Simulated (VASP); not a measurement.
# Hf2As3 (P4/mbm) in VASP: further runs

Runs on Hf2As3. Level: PBE. Tasks: single point, relaxation of cell and atoms.

Program: VASP 6.6.1. These are calculated values, not measurements. Logs are shortened: lines on timing, memory, paths and dates and some standing lists are left out, and cuts for length are marked.

## 1. The cell of the first run

It takes space group P4/mbm (No. 127, tetragonal). Conventional cell: a = 7.811 Å, b = 7.811 Å, c = 3.924 Å, α = 90.00°, β = 90.00°, γ = 90.00°. Within 3.5 Å of Hf (site symmetry m2m) lie 1 Hf at 2.65 Å and 8 As at 2.95 to 3.11 Å. As (site symmetry 4/m) has 4 Hf at 3.11 Å and 10 As at 3.47 to 3.92 Å within 4.1 Å. As (site symmetry m2m) has 6 Hf at 2.95 to 3.09 Å and 4 As at 3.47 Å within 3.9 Å.

## 2. Single point, PBE

INCAR reads:

```
PREC = Accurate ; ENCUT = 520
EDIFF = 1E-7 ; ISMEAR = 0
SIGMA = 0.1 ; LREAL = F
LASPH = T ; NELM = 80
ALGO = Normal ; ISIF = 2
LWAVE = F ; LCHARG = F
GGA = PE ; NBANDS = 46
```

KPOINTS reads:

```
Automatic mesh
0
Gamma
  4 4 6
```

POSCAR reads:

```
Hf2As3
1.0
    7.8110317369      0.0000000000      0.0000000000
    0.0000000000      7.8110317369      0.0000000000
    0.0000000000      0.0000000000      3.9241160937
Hf As
4 6
Direct
    0.3800000000      0.8800000000      0.0000000000
    0.1200000000      0.3800000000      0.0000000000
    0.6200000000      0.1200000000      0.0000000000
    0.8800000000      0.6200000000      0.0000000000
    0.0000000000      0.0000000000      0.0000000000
    0.5000000000      0.5000000000      0.0000000000
    0.1800000000      0.6800000000      0.5000000000
    0.3200000000      0.1800000000      0.5000000000
    0.8200000000      0.3200000000      0.5000000000
    0.6800000000      0.8200000000      0.5000000000
```

Potentials or basis: VASP PAW PBE potentials, release 64 (Hf_pv, As).

The run is started by

```
$ cat potpaw_PBE.64/Hf_pv/POTCAR potpaw_PBE.64/As/POTCAR > POTCAR
$ mpirun -np 1 vasp_std > vasp.out
```

OUTCAR:

```text
PREC = Accurate
   ENCUT = 520
   EDIFF = 1E-7
   ISMEAR = 0
   LREAL = F
   LASPH = T
   NELM = 80
   ISIF = 2
   GGA = PE

 ion  position               nearest neighbor table
   1  0.380  0.880  0.000-   3 2.65   7 2.95   7 2.95  10 3.09   8 3.09   8 3.09  10 3.09   5 3.11
                             6 3.11
   2  0.120  0.380  0.000-   4 2.65   8 2.95   8 2.95   9 3.09   7 3.09   7 3.09   9 3.09   5 3.11
                             6 3.11
   3  0.620  0.120  0.000-   1 2.65   9 2.95   9 2.95  10 3.09   8 3.09   8 3.09  10 3.09   5 3.11
                             6 3.11
   4  0.880  0.620  0.000-   2 2.65  10 2.95  10 2.95   7 3.09   7 3.09   9 3.09   9 3.09   5 3.11
                             6 3.11
   5  0.000  0.000  0.000-   1 3.11   2 3.11   3 3.11   4 3.11
   6  0.500  0.500  0.000-   1 3.11   2 3.11   3 3.11   4 3.11
   7  0.180  0.680  0.500-   1 2.95   1 2.95   4 3.09   2 3.09   2 3.09   4 3.09
   8  0.320  0.180  0.500-   2 2.95   2 2.95   3 3.09   1 3.09   1 3.09   3 3.09
   9  0.820  0.320  0.500-   3 2.95   3 2.95   4 3.09   2 3.09   2 3.09   4 3.09
  10  0.680  0.820  0.500-   4 2.95   4 2.95   1 3.09   1 3.09   3 3.09   3 3.09

  LATTYP: Found a simple tetragonal cell.
 ALAT       =     7.8110317369
 C/A-ratio  =     0.5023812764

  Lattice vectors:

 A1 = (   7.8110317369,   0.0000000000,   0.0000000000)
 A2 = (   0.0000000000,   7.8110317369,   0.0000000000)
 A3 = (   0.0000000000,   0.0000000000,   3.9241160937)

Analysis of symmetry for initial positions (statically):
=====================================================================
 Subroutine PRICEL returns:
 Original cell was already a primitive cell.

 Routine SETGRP: Setting up the symmetry group for a
 simple tetragonal supercell.

 Subroutine GETGRP returns: Found 16 space group operations
 (whereof  8 operations were pure point group operations)
 out of a pool of 16 trial point group operations.

The static configuration has the point symmetry C_4h.
 The point group associated with its full space group is D_4h.

Analysis of symmetry for dynamics (positions and initial velocities):
=====================================================================
 Subroutine PRICEL returns:
 Original cell was already a primitive cell.

 Routine SETGRP: Setting up the symmetry group for a
 simple tetragonal supercell.

 Subroutine GETGRP returns: Found 16 space group operations
 (whereof  8 operations were pure point group operations)
 out of a pool of 16 trial point group operations.

The dynamic configuration has the point symmetry C_4h.
 The point group associated with its full space group is D_4h.

 Subroutine INISYM returns: Found 16 space group operations
 (whereof  8 operations are pure point group operations),
 and found     1 'primitive' translations

----------------------------------------------------------------------------------------

                                     Primitive cell

  volume of cell :     239.4190

  direct lattice vectors                    reciprocal lattice vectors
     7.811031737  0.000000000  0.000000000     0.128024061  0.000000000  0.000000000
     0.000000000  7.811031737  0.000000000     0.000000000  0.128024061  0.000000000
     0.000000000  0.000000000  3.924116094     0.000000000  0.000000000  0.254834459

  length of vectors
     7.811031737  7.811031737  3.924116094     0.128024061  0.128024061  0.254834459

  position of ions in fractional coordinates (direct lattice)
     0.380000000  0.880000000  0.000000000
     0.120000000  0.380000000  0.000000000
     0.620000000  0.120000000  0.000000000
     0.880000000  0.620000000  0.000000000
     0.000000000  0.000000000  0.000000000
     0.500000000  0.500000000  0.000000000
     0.180000000  0.680000000  0.500000000
     0.320000000  0.180000000  0.500000000
     0.820000000  0.320000000  0.500000000
     0.680000000  0.820000000  0.500000000

  ion indices of the primitive-cell ions
   primitive index   ion index
                 1           1
                 2           2
                 3           3
                 4           4
                 5           5
                 6           6
                 7           7
                 8           8
                 9           9
                10          10

----------------------------------------------------------------------------------------

 KPOINTS: Automatic mesh

Automatic generation of k-mesh.
 Grid dimensions read from file:
 generate k-points for:    4    4    6

 Generating k-lattice:

  Cartesian coordinates                     Fractional coordinates (reciprocal lattice)
     0.032006015  0.000000000  0.000000000     0.250000000  0.000000000  0.000000000
     0.000000000  0.032006015  0.000000000     0.000000000  0.250000000  0.000000000
     0.000000000  0.000000000  0.042472410     0.000000000  0.000000000  0.166666667

  Length of vectors
     0.032006015  0.032006015  0.042472410

[... 42 lines left out ...]
   NFREE  =      0    steps in history (QN), initial steepest desc. (CG)
   ISIF   =      2    stress and relaxation
   ISYM   =      2    0-nonsym 1-usesym 2-fastsym
   POTIM  = 0.5000    time-step for ionic-motion
   TEBEG  =    0.0;   TEEND  =   0.0 temperature during run
   PSTRESS=    0.0 pullay stress
   NELECT =      70.0000    total number of electrons
   NUPDOWN=      -1.0000    fix difference up-down
   EMIN   =  10.00;   EMAX   =-10.00  energy-range for DOS
   EFERMI =   0.00;   METHOD = LEGACY
   ISMEAR =     0;   SIGMA  =   0.10  broadening in eV -4-tet -1-fermi 0-gaus
   EFERMI_NEDOS =   21; number of points for ismear=-14 and -15
   IALGO  =     38    algorithm
   IMIX   =      4    mixing-type and parameters
     AMIX     =   0.40;   BMIX     =  1.00
     AMIX_MAG =   1.60;   BMIX_MAG =  1.00
  volume/ion in A,a.u.               =      23.94       161.57
  Fermi-wavevector in a.u.,A,eV,Ry     =   1.086562  2.053305 16.063278  1.180618
  Thomas-Fermi vector in A             =   2.222702
   LORBIT       =      0    0 simple, 1 ext, 2 COOP (PROOUT), +10 PAW based schemes
   GGA     = PE    functional components
   LHFCALC =     F    Hartree Fock is set to
   AEXX    =    0.0000 exact exchange contribution
   IVDW    =     0    specifies the selected vdW correction
   LEPSILON=     F    determine dielectric tensor
   LRPA    =     F    only Hartree local field effects (RPA)
 non-spin polarized calculation
 Gauss-broadening in eV      SIGMA  =   0.10
  energy-cutoff  :      520.00
  volume of cell :      239.42
 maximum number of plane-waves:      6518
 NGX is ok and might be reduce to    60
   NGX = 29   NGY = 29   NGZ = 15

 number of electron      69.9999994 magnetization

 Free energy of the ion-electron system (eV)
  ---------------------------------------------------
  ext. energy  EPLUGINS =         0.00000000
  ---------------------------------------------------
  free energy    TOTEN  =       -68.73078178 eV

  energy without entropy =      -68.68935353  energy(sigma->0) =      -68.71006765

 E-fermi :   4.2971     XC(G=0): -10.1684

 val. band max:        4.2943962529   @ k =   0.5000   0.0000   0.0000
 cond. band min:       4.2979740780   @ k =   0.2500   0.0000   0.0000
 fundamental gap:      0.0035778251
 Fermi energy:         4.2970635156

 k-point     1 :       0.0000    0.0000    0.0000
  band No.  band energies     occupation
      1     -27.4750      2.00000
      2     -27.4670      2.00000
      3     -27.2474      2.00000
      4     -27.2474      2.00000
      5     -27.1914      2.00000
      6     -27.1885      2.00000
[... 38 lines left out ...]
     45       6.3600      0.00000
     46       6.5098      0.00000

 k-point     2 :       0.2500    0.0000    0.0000
  band No.  band energies     occupation
      1     -27.4739      2.00000
      2     -27.4683      2.00000
      3     -27.2473      2.00000
      4     -27.2473      2.00000
      5     -27.1910      2.00000
      6     -27.1889      2.00000
[... 1070 lines left out ...]
 k-point    24 :       0.5000    0.5000    0.5000
  band No.  band energies     occupation
      1     -27.4643      2.00000
      2     -27.4643      2.00000
      3     -27.2421      2.00000
      4     -27.2421      2.00000
      5     -27.2379      2.00000
      6     -27.2379      2.00000
[... 38 lines left out ...]
     45       6.8351      0.00000
     46       6.8351      0.00000

------------------------ aborting loop because EDIFF is reached ----------------------------------------

  FORCE on cell =-STRESS in cart. coord.  units (eV):
  Direction    XX          YY          ZZ          XY          YZ          ZX
  --------------------------------------------------------------------------------------
  -------------------------------------------------------------------------------------
  Total      -15.8573979    -15.8573979    -20.0222205      0.0000000      0.0000000      0.0000000
  in kB     -106.1167291   -106.1167291   -133.9874650      0.0000000      0.0000000      0.0000000
  external PRESSURE =    -115.4069744 kB  Pullay stress =       0.0000000 kB

 VOLUME and BASIS-vectors are now :
 -----------------------------------------------------------------------------
  energy-cutoff  :      520.00
  volume of cell :      239.42
      direct lattice vectors                 reciprocal lattice vectors
     7.811031737  0.000000000  0.000000000     0.128024061  0.000000000  0.000000000
     0.000000000  7.811031737  0.000000000     0.000000000  0.128024061  0.000000000
     0.000000000  0.000000000  3.924116094     0.000000000  0.000000000  0.254834459

 POSITION                                       TOTAL-FORCE (eV/Angst)
 -----------------------------------------------------------------------------------
      2.96819      6.87371      0.00000        -2.640566     -2.640566      0.000000
      0.93732      2.96819      0.00000         2.640566     -2.640566     -0.000000
      4.84284      0.93732      0.00000         2.640566      2.640566      0.000000
      6.87371      4.84284      0.00000        -2.640566      2.640566      0.000000
      0.00000      0.00000      0.00000         0.000000      0.000000      0.000000
      3.90552      3.90552      0.00000         0.000000      0.000000      0.000000
      1.40599      5.31150      1.96206        -0.902389     -0.902389      0.000000
      2.49953      1.40599      1.96206         0.902389     -0.902389     -0.000000
      6.40505      2.49953      1.96206         0.902389      0.902389      0.000000
      5.31150      6.40505      1.96206        -0.902389      0.902389      0.000000
 -----------------------------------------------------------------------------------
    total drift:                               -0.000000      0.000000     -0.000000

  FREE ENERGIE OF THE ION-ELECTRON SYSTEM (eV)
  ---------------------------------------------------
  free  energy   TOTEN  =       -68.7307817753 eV

  energy  without entropy=      -68.6893535330  energy(sigma->0) =      -68.71006765
```

Wall time 2.6 min (1 thread of Intel Xeon 6975P-C (Granite Rapids), shared host); peak memory 0.45 GiB.

Results:

| Quantity | Value |
| --- | --- |
| Free energy | -68.7308 eV |
| Pressure | -11.5 GPa |
| Largest force | 3.734 eV/Å |
| Band gap on the k mesh | zero (band 35 reaches 4.76 eV, above the bottom of band 36 at 3.64 eV) |

Forces on the atoms (eV/Å):
```
Hf  -2.641 -2.641  0.000
Hf   2.641 -2.641  0.000
Hf   2.641  2.641  0.000
Hf  -2.641  2.641  0.000
As   0.000  0.000  0.000
As   0.000  0.000  0.000
As  -0.902 -0.902  0.000
As   0.902 -0.902  0.000
As   0.902  0.902  0.000
As  -0.902  0.902  0.000
```

Caveat: spin-orbit coupling is left out, which moves the levels of the heavy elements; forces of over 1 eV/Å act on the atoms, so gaps and moduli don't describe the material at rest.

## 3. Relaxation of cell and atoms, PBE

INCAR reads:

```
SYSTEM = Hf2As3
PREC = Accurate
ENCUT = 600
EDIFF = 1E-6
ISMEAR = 0
SIGMA = 0.1
LREAL = .False.
LASPH = .True.
NELM = 100
ALGO = Normal
ISIF = 3
LWAVE = .False.
LCHARG = .False.
GGA = PE
IBRION = 2
NSW = 90
EDIFFG = -0.04
```

KPOINTS reads:

```
regular mesh
0
Gamma
  2 2 4
  0 0 0
```

POSCAR is that of step 2.

Potentials or basis: VASP PAW PBE potentials, release 64 (Hf_pv, As).

The run is started by

```
$ cat potpaw_PBE.64/Hf_pv/POTCAR potpaw_PBE.64/As/POTCAR > POTCAR
$ mpirun -np 1 vasp_std > vasp.out
```

Wall time 9.3 min (1 thread of Intel Xeon 6975P-C (Granite Rapids), shared host); peak memory 0.43 GiB.

Results (log left out):

```yaml
Free_energy: -75.1894 eV
Relaxed_volume: 19.38 Å³/atom
Relaxed_cell: a = 7.357 Å, b = 7.357 Å, c = 3.580 Å, α = 90.00°, β = 90.00°, γ = 90.00°
Space_group_after_relaxing_to_0.05_Å: P4/mbm (No. 127)
Energy_gained_by_relaxing: 662.3 meV/atom
Ionic_steps: 12
Pressure_after_relaxing: 0.1 GPa
Largest_force_after_relaxing: 0.024 eV/Å
Band_gap_on_the_k_mesh: zero (band 35 reaches 6.70 eV, above the bottom of band 36 at 5.12 eV)
```

Forces on the atoms (eV/Å):
```
Hf  -0.004 -0.004  0.000
Hf   0.004 -0.004  0.000
Hf   0.004  0.004  0.000
Hf  -0.004  0.004  0.000
As   0.000  0.000  0.000
As   0.000  0.000  0.000
As   0.017  0.017  0.000
As  -0.017  0.017  0.000
As  -0.017 -0.017  0.000
As   0.017 -0.017  0.000
```

Stress tensor (GPa, compression positive):
```
 0.14  0.00  0.00
 0.00  0.14  0.00
 0.00  0.00 -0.12
```

The path:
```tsv
step	energy change (eV)	largest force (eV/Å)	pressure (GPa)	volume (Å³)
1	0.0000	3.6962	-11.67	239.42
2	-4.1118	2.2892	7.51	183.92
3	-4.1243	2.2183	6.16	185.76
4	-5.6791	1.9012	1.91	190.95
5	-6.1500	1.3459	-1.42	197.70
6	-6.4666	0.5288	0.10	194.46
7	-6.5228	0.6577	-0.55	195.38
8	-6.5983	0.3022	0.39	193.39
9	-6.6106	0.0901	1.01	192.25
10	-6.6123	0.1301	-1.23	195.91
11	-6.6209	0.0729	-0.18	194.15
12	-6.6228	0.0236	0.05	193.77
```

Final structure:
```
CELL_PARAMETERS angstrom
7.35692 0.00000 0.00000
0.00000 7.35692 0.00000
0.00000 0.00000 3.58018
ATOMIC_POSITIONS crystal
Hf 0.34132 0.84132 0.00000
Hf 0.15868 0.34132 0.00000
Hf 0.65868 0.15868 0.00000
Hf 0.84132 0.65868 0.00000
As 0.00000 0.00000 0.00000
As 0.50000 0.50000 0.00000
As 0.13918 0.63918 0.50000
As 0.36082 0.13918 0.50000
As 0.86082 0.36082 0.50000
As 0.63918 0.86082 0.50000
```

Levels at points of the mesh, in eV from the Fermi level:
```
           k point  band 33  band 34  band 35  band 36  band 37  band 38  band 39  band 40
(0.00, 0.00, 0.00)    -1.04    -0.39    -0.35     0.51     1.05     1.05     1.53     2.42
(0.50, 0.00, 0.00)    -0.17    -0.17     0.41     0.41     0.99     0.99     1.83     1.83
(0.50, 0.50, 0.00)    -0.25    -0.25     0.81     0.81     1.57     1.57     1.62     1.62
(0.00, 0.00, 0.50)    -1.19    -1.09    -1.09    -0.76     0.53     1.13     2.26     2.26
(0.50, 0.00, 0.50)    -1.24    -1.24    -0.23    -0.23     1.48     1.48     2.18     2.18
(0.50, 0.50, 0.50)    -1.29    -1.29    -0.46    -0.46     2.16     2.16     2.21     2.21
```

Caveat: the k points lie up to 0.44 Å⁻¹ apart in the final cell; the volume moved by over 15 % at a fixed basis, so the end points are rough; spin-orbit coupling is left out, which moves the levels of the heavy elements.

## 4. Single point, PBE

This run uses another cell than the first one, of 19.41 Å³/atom, 0.811 times its volume.

INCAR reads:

```
SYSTEM = Hf2As3
  ALGO = Normal
  EDIFF = 1E-6
  ENCUT = 520
  GGA = PE
  ISIF = 2
  ISMEAR = 0
  LASPH = .True.
  LCHARG = .False.
  LREAL = .False.
  LWAVE = .False.
  NBANDS = 46
  NELM = 100
  PREC = Accurate
  SIGMA = 0.1
```

KPOINTS reads:

```
k-points
0
Gamma
  6 6 10
  0 0 0
```

POSCAR reads:

```
Hf2As3
1.0
    7.3754976496      0.0000000000      0.0000000000
    0.0000000000      7.3754976496      0.0000000000
    0.0000000000      0.0000000000      3.5672614786
Hf As
4 6
Direct
    0.3404163489      0.8404163489      0.0000000000
    0.1595836511      0.3404163489      0.0000000000
    0.6595836511      0.1595836511      0.0000000000
    0.8404163489      0.6595836511      0.0000000000
    0.0000000000      0.0000000000      0.0000000000
    0.5000000000      0.5000000000      0.0000000000
    0.1378695859      0.6378695859      0.5000000000
    0.3621304141      0.1378695859      0.5000000000
    0.8621304141      0.3621304141      0.5000000000
    0.6378695859      0.8621304141      0.5000000000
```

The run is started by

```
$ cat potpaw_PBE.64/Hf_pv/POTCAR potpaw_PBE.64/As/POTCAR > POTCAR
$ mpirun -np 1 vasp_std > vasp.out
```

It took 5.2 min on 1 thread of Intel Xeon 6975P-C (Granite Rapids), shared host; peak memory 0.54 GiB.

The run converged. Its results:

```
Free energy            : -75.1505 eV
Pressure               : -0.2 GPa
Largest force          : 0.014 eV/Å
Band gap on the k mesh : zero (band 35 reaches 6.65 eV, above the bottom of band 36 at 5.12 eV)
```

Forces on the atoms (eV/Å):
```
Hf   0.010  0.010  0.000
Hf  -0.010  0.010  0.000
Hf  -0.010 -0.010  0.000
Hf   0.010 -0.010  0.000
As   0.000  0.000  0.000
As   0.000  0.000  0.000
As   0.002  0.002  0.000
As  -0.002  0.002  0.000
As  -0.002 -0.002  0.000
As   0.002 -0.002  0.000
```

Levels at points of the mesh, in eV from the Fermi level:
```
           k point  band 31  band 32  band 33  band 34  band 35  band 36  band 37  band 38  band 39  band 40
(0.00, 0.00, 0.00)    -1.25    -1.19    -1.13    -0.53    -0.42     0.42     0.89     0.89     1.41     2.28
(0.50, 0.00, 0.00)    -1.16    -1.16    -0.33    -0.33     0.28     0.28     0.90     0.90     1.67     1.67
(0.50, 0.50, 0.00)    -0.60    -0.60    -0.38    -0.38     0.64     0.64     1.46     1.46     1.50     1.50
(0.00, 0.00, 0.50)    -1.36    -1.32    -1.32    -1.23    -1.23    -0.87     0.36     0.95     2.10     2.10
(0.50, 0.00, 0.50)    -2.03    -2.03    -1.34    -1.34    -0.40    -0.40     1.36     1.36     2.01     2.01
(0.50, 0.50, 0.50)    -2.01    -2.01    -1.41    -1.41    -0.63    -0.63     2.01     2.01     2.09     2.09
```

Caveat: spin-orbit coupling is left out, which moves the levels of the heavy elements.

## 5. Overview

```tsv
task	cell	k mesh	cutoff (eV)	gap on the mesh (eV)	pressure (GPa)	largest force (eV/Å)
single point	a = 7.811, b = 7.811, c = 3.924 Å, 10 atoms	4 × 4 × 6	520	none	-11.5	3.73
relaxation of cell and atoms	relaxed from a = 7.811, b = 7.811, c = 3.924 Å, 10 atoms	2 × 2 × 4	600	none	0.1	0.02
single point	a = 7.375, b = 7.375, c = 3.567 Å, 10 atoms	6 × 6 × 10	520	none	-0.2	0.01
```

Alike in all rows: level PBE; potentials or basis VASP PAW PBE potentials, release 64 (Hf_pv, As); no spin polarisation; smearing gaussian 0.1 eV.

Caveats: some runs use coarse meshes; spin-orbit coupling is left out, which moves the levels of the heavy elements; forces of over 1 eV/Å act on the atoms, so gaps and moduli don't describe the material at rest (some runs); the volume moved by over 15 % at a fixed basis, so the end points are rough (some runs).

Total energies depend on the potentials used, so only differences within one code and one set of settings carry meaning.
